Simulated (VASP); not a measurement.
# SrTiO3 (Pm-3m) in VASP: notebook

Runs on SrTiO3. Level: LDA. Tasks: single point.

Program: VASP 6.6.1. These are calculated values, not measurements. Logs are shortened: lines on timing, memory, paths and dates and some standing lists are left out, and cuts for length are marked.

## Step 1: The cell of the first run

It takes space group Pm-3m (No. 221, cubic). The conventional cell has a = 3.842 Å, b = 3.842 Å, c = 3.842 Å, α = 90.00°, β = 90.00°, γ = 90.00°. Sr (site symmetry m-3m) has 12 O at 2.72 Å and 8 Ti at 3.33 Å within 3.6 Å. Within 2.5 Å of Ti (site symmetry m-3m) lie 6 O at 1.92 Å. O (site symmetry 4/mmm) has 2 Ti at 1.92 Å within 2.5 Å.

## Step 2: Single point, LDA

The input, INCAR:

```
  PREC = Accurate
  ENCUT = 520
  EDIFF = 1E-6
  ISMEAR = 0
  SIGMA = 0.01
  LREAL = F
  LASPH = T
  NELM = 60
  ALGO = Normal
  ISIF = 2
  LWAVE = F
  LCHARG = F
  NBANDS = 28
```

The input, KPOINTS:

```
Automatic mesh
0
Gamma
  6 6 6
```

The input, POSCAR:

```
SrTiO3
1.0
    3.8417615885      0.0000000000      0.0000000000
    0.0000000000      3.8417615885      0.0000000000
    0.0000000000      0.0000000000      3.8417615885
Sr Ti O
1 1 3
Direct
    0.5000000000      0.5000000000      0.5000000000
    0.0000000000      0.0000000000      0.0000000000
    0.5000000000      0.0000000000      0.0000000000
    0.0000000000      0.5000000000      0.0000000000
    0.0000000000      0.0000000000      0.5000000000
```

Potentials or basis: VASP PAW LDA potentials, release 64 (Sr_sv, Ti_sv, O).

Launch:

```bash
$ cat potpaw_LDA.64/Sr_sv/POTCAR potpaw_LDA.64/Ti_sv/POTCAR potpaw_LDA.64/O/POTCAR > POTCAR
$ mpirun -np 1 vasp_std > vasp.out
```

OUTCAR:

```text
PREC = Accurate
   ENCUT = 520
   EDIFF = 1E-6
   ISMEAR = 0
   LREAL = F
   LASPH = T
   NELM = 60
   ISIF = 2

 ion  position               nearest neighbor table
   1  0.500  0.500  0.500-   3 2.72   4 2.72   5 2.72   3 2.72   4 2.72   3 2.72   5 2.72   3 2.72
                             4 2.72   5 2.72   4 2.72   5 2.72   2 3.33   2 3.33   2 3.33   2 3.33
   2  0.000  0.000  0.000-   3 1.92   4 1.92   5 1.92   5 1.92   4 1.92   3 1.92   1 3.33   1 3.33
                             1 3.33   1 3.33   1 3.33   1 3.33   1 3.33   1 3.33
   3  0.500  0.000  0.000-   2 1.92   2 1.92   1 2.72   1 2.72   1 2.72   1 2.72
   4  0.000  0.500  0.000-   2 1.92   2 1.92   1 2.72   1 2.72   1 2.72   1 2.72
   5  0.000  0.000  0.500-   2 1.92   2 1.92   1 2.72   1 2.72   1 2.72   1 2.72

  LATTYP: Found a simple cubic cell.
 ALAT       =     3.8417615885

  Lattice vectors:

 A1 = (   3.8417615885,   0.0000000000,   0.0000000000)
 A2 = (   0.0000000000,   3.8417615885,   0.0000000000)
 A3 = (   0.0000000000,   0.0000000000,   3.8417615885)

Analysis of symmetry for initial positions (statically):
=====================================================================
 Subroutine PRICEL returns:
 Original cell was already a primitive cell.

 Routine SETGRP: Setting up the symmetry group for a
 simple cubic supercell.

 Subroutine GETGRP returns: Found 48 space group operations
 (whereof 48 operations were pure point group operations)
 out of a pool of 48 trial point group operations.

The static configuration has the point symmetry O_h .

Analysis of symmetry for dynamics (positions and initial velocities):
=====================================================================
 Subroutine PRICEL returns:
 Original cell was already a primitive cell.

 Routine SETGRP: Setting up the symmetry group for a
 simple cubic supercell.

 Subroutine GETGRP returns: Found 48 space group operations
 (whereof 48 operations were pure point group operations)
 out of a pool of 48 trial point group operations.

The dynamic configuration has the point symmetry O_h .

 Subroutine INISYM returns: Found 48 space group operations
 (whereof 48 operations are pure point group operations),
 and found     1 'primitive' translations

----------------------------------------------------------------------------------------

                                     Primitive cell

  volume of cell :      56.7011

  direct lattice vectors                    reciprocal lattice vectors
     3.841761588  0.000000000  0.000000000     0.260297256  0.000000000  0.000000000
     0.000000000  3.841761588  0.000000000     0.000000000  0.260297256  0.000000000
     0.000000000  0.000000000  3.841761588     0.000000000  0.000000000  0.260297256

  length of vectors
     3.841761588  3.841761588  3.841761588     0.260297256  0.260297256  0.260297256

  position of ions in fractional coordinates (direct lattice)
     0.500000000  0.500000000  0.500000000
     0.000000000  0.000000000  0.000000000
     0.500000000  0.000000000  0.000000000
     0.000000000  0.500000000  0.000000000
     0.000000000  0.000000000  0.500000000

  ion indices of the primitive-cell ions
   primitive index   ion index
                 1           1
                 2           2
                 3           3
                 4           4
                 5           5

----------------------------------------------------------------------------------------

 KPOINTS: Automatic mesh

Automatic generation of k-mesh.
 Grid dimensions read from file:
 generate k-points for:    6    6    6

 Generating k-lattice:

  Cartesian coordinates                     Fractional coordinates (reciprocal lattice)
     0.043382876  0.000000000  0.000000000     0.166666667  0.000000000  0.000000000
     0.000000000  0.043382876  0.000000000     0.000000000  0.166666667  0.000000000
     0.000000000  0.000000000  0.043382876     0.000000000  0.000000000  0.166666667

  Length of vectors
     0.043382876  0.043382876  0.043382876

  Shift w.r.t. Gamma in fractional coordinates (k-lattice)
     0.000000000  0.000000000  0.000000000

 Subroutine IBZKPT returns following result:
 ===========================================

 Found     20 irreducible k-points:

 Following reciprocal coordinates:
            Coordinates               Weight
  0.000000  0.000000  0.000000      1.000000
  0.166667  0.000000  0.000000      6.000000
  0.333333  0.000000  0.000000      6.000000
  0.500000  0.000000  0.000000      3.000000
  0.166667  0.166667  0.000000     12.000000
  0.333333  0.166667  0.000000     24.000000
[... 12 lines left out ...]
  0.500000  0.500000  0.333333      6.000000
  0.500000  0.500000  0.500000      1.000000
   k-points           NKPTS =     20   k-points in BZ     NKDIM =     20   number of bands    NBANDS=     28
   number of dos      NEDOS =    301   number of ions     NIONS =      5
   total plane-waves  NPLWV =  27000
   dimension x,y,z NGX =    30 NGY =   30 NGZ =   30
   dimension x,y,z NGXF=    60 NGYF=   60 NGZF=   60
   ions per type =               1   1   3
   NGX,Y,Z   is equivalent  to a cutoff of  12.98, 12.98, 12.98 a.u.
   NGXF,Y,Z  is equivalent  to a cutoff of  25.96, 25.96, 25.96 a.u.
 SYSTEM =  unknown system
   PREC   = accura    normal or accurate (medium, high low for compatibility)
   ISTART =      0    job   : 0-new  1-cont  2-samecut
   ICHARG =      2    charge: 1-file 2-atom 10-const
   ISPIN  =      1    spin polarized calculation?
   LNONCOLLINEAR =      F non collinear calculations
   LSORBIT =      F    spin-orbit coupling
   LASPH  =      T    aspherical Exc in radial PAW
   ENCUT  =  520.0 eV  38.22 Ry    6.18 a.u.   7.14  7.14  7.14*2*pi/ulx,y,z
   NELM   =     60;   NELMIN=  2; NELMDL= -5     # of ELM steps
   EDIFF  = 0.1E-05   stopping-criterion for ELM
   LREAL  =      F    real-space projection
   EDIFFG = 0.1E-04   stopping-criterion for IOM
   NSW    =      0    number of steps for IOM
   IBRION =     -1    ionic relax: 0-MD 1-quasi-New 2-CG
   NFREE  =      0    steps in history (QN), initial steepest desc. (CG)
   ISIF   =      2    stress and relaxation
   ISYM   =      2    0-nonsym 1-usesym 2-fastsym
   POTIM  = 0.5000    time-step for ionic-motion
   TEBEG  =    0.0;   TEEND  =   0.0 temperature during run
   PSTRESS=    0.0 pullay stress
   NELECT =      40.0000    total number of electrons
   NUPDOWN=      -1.0000    fix difference up-down
   EMIN   =  10.00;   EMAX   =-10.00  energy-range for DOS
   EFERMI =   0.00;   METHOD = LEGACY
   ISMEAR =     0;   SIGMA  =   0.01  broadening in eV -4-tet -1-fermi 0-gaus
   EFERMI_NEDOS =   21; number of points for ismear=-14 and -15
   IALGO  =     38    algorithm
   IMIX   =      4    mixing-type and parameters
     AMIX     =   0.40;   BMIX     =  1.00
     AMIX_MAG =   1.60;   BMIX_MAG =  1.00
  volume/ion in A,a.u.               =      11.34        76.53
  Fermi-wavevector in a.u.,A,eV,Ry     =   1.457352  2.753996 28.897066  2.123874
  Thomas-Fermi vector in A             =   2.574163
   LORBIT       =      0    0 simple, 1 ext, 2 COOP (PROOUT), +10 PAW based schemes
   GGA     = CA    functional components
   LHFCALC =     F    Hartree Fock is set to
   AEXX    =    0.0000 exact exchange contribution
   IVDW    =     0    specifies the selected vdW correction
   LEPSILON=     F    determine dielectric tensor
   LRPA    =     F    only Hartree local field effects (RPA)
 non-spin polarized calculation
 Gauss-broadening in eV      SIGMA  =   0.01
  energy-cutoff  :      520.00
  volume of cell :       56.70
 maximum number of plane-waves:      1568
 NGX is ok and might be reduce to    30
   NGX = 15   NGY = 15   NGZ = 15

 number of electron      40.0000030 magnetization

 Free energy of the ion-electron system (eV)
  ---------------------------------------------------
  ext. energy  EPLUGINS =         0.00000000
  ---------------------------------------------------
  free energy    TOTEN  =       -44.16742667 eV

  energy without entropy =      -44.16742667  energy(sigma->0) =      -44.16742667

 E-fermi :   4.5103     XC(G=0): -12.0520

 val. band max:        4.2953402735   @ k =   0.5000   0.5000   0.5000
 cond. band min:       6.1256170069   @ k =   0.0000   0.0000   0.0000
 fundamental gap:      1.8302767334
 Fermi energy:         4.5103231828

 k-point     1 :       0.0000    0.0000    0.0000
  band No.  band energies     occupation
      1     -51.2343      2.00000
      2     -28.0592      2.00000
      3     -27.9224      2.00000
      4     -27.9224      2.00000
      5     -27.9224      2.00000
      6     -13.0156      2.00000
[... 20 lines left out ...]
     27       9.5792      0.00000
     28      10.7337      0.00000

 k-point     2 :       0.1667    0.0000    0.0000
  band No.  band energies     occupation
      1     -51.2337      2.00000
      2     -28.0893      2.00000
      3     -27.9214      2.00000
      4     -27.9214      2.00000
      5     -27.9071      2.00000
      6     -13.0513      2.00000
[... 20 lines left out ...]
     27      10.0951      0.00000
     28      11.4003      0.00000

 k-point     3 :       0.3333    0.0000    0.0000
  band No.  band energies     occupation
      1     -51.2327      2.00000
      2     -28.1427      2.00000
      3     -27.9193      2.00000
      4     -27.9193      2.00000
      5     -27.8830      2.00000
      6     -13.2242      2.00000
[... 20 lines left out ...]
     27      11.2034      0.00000
     28      12.4887      0.00000

 k-point     4 :       0.5000    0.0000    0.0000
  band No.  band energies     occupation
      1     -51.2321      2.00000
      2     -28.1677      2.00000
      3     -27.9183      2.00000
      4     -27.9183      2.00000
      5     -27.8723      2.00000
      6     -13.3289      2.00000
[... 20 lines left out ...]
     27      11.8179      0.00000
     28      12.3734      0.00000

 k-point     5 :       0.1667    0.1667    0.0000
  band No.  band energies     occupation
      1     -51.2332      2.00000
      2     -28.0974      2.00000
      3     -27.9449      2.00000
      4     -27.9204      2.00000
      5     -27.8902      2.00000
      6     -13.0187      2.00000
[... 20 lines left out ...]
     27      10.5606      0.00000
     28      11.7914      0.00000

 k-point     6 :       0.3333    0.1667    0.0000
  band No.  band energies     occupation
      1     -51.2321      2.00000
      2     -28.1262      2.00000
      3     -27.9494      2.00000
      4     -27.9183      2.00000
      5     -27.8856      2.00000
      6     -13.0824      2.00000
[... 339 lines left out ...]
      5     -27.9349      2.00000
      6     -12.3174      2.00000
[... 20 lines left out ...]
     27      12.4459      0.00000
     28      12.4459      0.00000

 k-point    18 :       0.5000    0.3333    0.3333
  band No.  band energies     occupation
      1     -51.2289      2.00000
      2     -28.0373      2.00000
      3     -27.9853      2.00000
      4     -27.9846      2.00000
      5     -27.9604      2.00000
      6     -12.1352      2.00000
[... 20 lines left out ...]
     27      12.4599      0.00000
     28      12.9484      0.00000

 k-point    19 :       0.5000    0.5000    0.3333
  band No.  band energies     occupation
      1     -51.2283      2.00000
      2     -28.0078      2.00000
      3     -28.0078      2.00000
      4     -27.9837      2.00000
      5     -27.9825      2.00000
      6     -11.7113      2.00000
[... 20 lines left out ...]
     27      12.6457      0.00000
     28      13.2672      0.00000

 k-point    20 :       0.5000    0.5000    0.5000
  band No.  band energies     occupation
      1     -51.2278      2.00000
      2     -28.0065      2.00000
      3     -28.0065      2.00000
      4     -28.0065      2.00000
      5     -27.9763      2.00000
      6     -11.4836      2.00000
[... 20 lines left out ...]
     27      13.2673      0.00000
     28      13.2673      0.00000

------------------------ aborting loop because EDIFF is reached ----------------------------------------

  FORCE on cell =-STRESS in cart. coord.  units (eV):
  Direction    XX          YY          ZZ          XY          YZ          ZX
  --------------------------------------------------------------------------------------
  -------------------------------------------------------------------------------------
  Total        1.1124010      1.1124010      1.1124010     -0.0000000     -0.0000000      0.0000000
  in kB       31.4326309     31.4326309     31.4326309     -0.0000000     -0.0000000      0.0000000
  external PRESSURE =      31.4326309 kB  Pullay stress =       0.0000000 kB

 VOLUME and BASIS-vectors are now :
 -----------------------------------------------------------------------------
  energy-cutoff  :      520.00
  volume of cell :       56.70
      direct lattice vectors                 reciprocal lattice vectors
     3.841761588  0.000000000  0.000000000     0.260297256  0.000000000  0.000000000
     0.000000000  3.841761588  0.000000000     0.000000000  0.260297256  0.000000000
     0.000000000  0.000000000  3.841761588     0.000000000  0.000000000  0.260297256

 POSITION                                       TOTAL-FORCE (eV/Angst)
 -----------------------------------------------------------------------------------
      1.92088      1.92088      1.92088         0.000000      0.000000      0.000000
      0.00000      0.00000      0.00000         0.000000      0.000000      0.000000
      1.92088      0.00000      0.00000         0.000000      0.000000      0.000000
      0.00000      1.92088      0.00000         0.000000      0.000000      0.000000
      0.00000      0.00000      1.92088         0.000000      0.000000      0.000000
 -----------------------------------------------------------------------------------
    total drift:                                0.000000     -0.000000      0.000000

  FREE ENERGIE OF THE ION-ELECTRON SYSTEM (eV)
  ---------------------------------------------------
  free  energy   TOTEN  =       -44.1674266748 eV

  energy  without entropy=      -44.1674266748  energy(sigma->0) =      -44.16742667
```

Run time: 54 s. Hardware: 1 thread of Intel Xeon 8259CL, shared host; peak memory 0.17 GiB.

Results:

```
Free energy            : -44.1674 eV
Pressure               : 3.1 GPa
Band gap on the k mesh : 1.83 eV, indirect (least direct gap 2.15 eV)
```

Levels at points of the mesh, in eV from the valence-band top:
```csv
k point,band 18,band 19,band 20,band 21,band 22,band 23
"(0.00, 0.00, 0.00)",-0.32,-0.32,-0.32,1.83,1.83,1.83
"(0.50, 0.00, 0.00)",-2.21,-0.73,-0.73,2.03,4.00,4.00
"(0.50, 0.50, 0.00)",-1.63,-1.63,-0.10,4.01,4.01,4.46
"(0.50, 0.50, 0.50)",0.00,0.00,0.00,4.74,4.74,4.74
```

## Step 3: Single point, LDA

The input, INCAR:

```
PREC = Accurate ; ENCUT = 520
EDIFF = 1E-7 ; ISMEAR = 0
SIGMA = 0.01 ; LREAL = False
LASPH = True ; NELM = 100
ALGO = Normal ; ISIF = 2
LWAVE = False ; LCHARG = False
GGA = CA ; NBANDS = 28
```

The input, KPOINTS:

```
regular mesh
0
Gamma
  6 6 6
```

POSCAR is that of step 2.

Potentials or basis: VASP PAW LDA potentials, release 64 (Sr_sv, Ti_sv, O).

Launch:

```bash
$ cat potpaw_LDA.64/Sr_sv/POTCAR potpaw_LDA.64/Ti_sv/POTCAR potpaw_LDA.64/O/POTCAR > POTCAR
$ mpirun -np 1 vasp_std > vasp.out
```

Wall time 56 s (1 thread of Intel Xeon 8259CL, shared host); peak memory 0.17 GiB.

The run converged. Its results:

- Free energy: -44.1674 eV
- Pressure: 3.1 GPa
- Band gap on the k mesh: 1.83 eV, indirect (least direct gap 2.15 eV)

Levels at points of the mesh, in eV from the valence-band top:
| k point | band 16 | band 17 | band 18 | band 19 | band 20 | band 21 | band 22 | band 23 | band 24 | band 25 |
| --- | --- | --- | --- | --- | --- | --- | --- | --- | --- | --- |
| (0.00, 0.00, 0.00) | -1.27 | -1.27 | -0.32 | -0.32 | -0.32 | 1.83 | 1.83 | 1.83 | 4.67 | 4.67 |
| (0.50, 0.00, 0.00) | -2.53 | -2.53 | -2.21 | -0.73 | -0.73 | 2.03 | 4.00 | 4.00 | 4.72 | 7.07 |
| (0.50, 0.50, 0.00) | -3.12 | -1.69 | -1.63 | -1.63 | -0.10 | 4.00 | 4.00 | 4.46 | 5.77 | 8.06 |
| (0.50, 0.50, 0.50) | -3.92 | -3.92 | 0.00 | 0.00 | 0.00 | 4.74 | 4.74 | 4.74 | 7.04 | 7.04 |

A k mesh can miss the band edges.

(Part 1 of 2 ends here.)
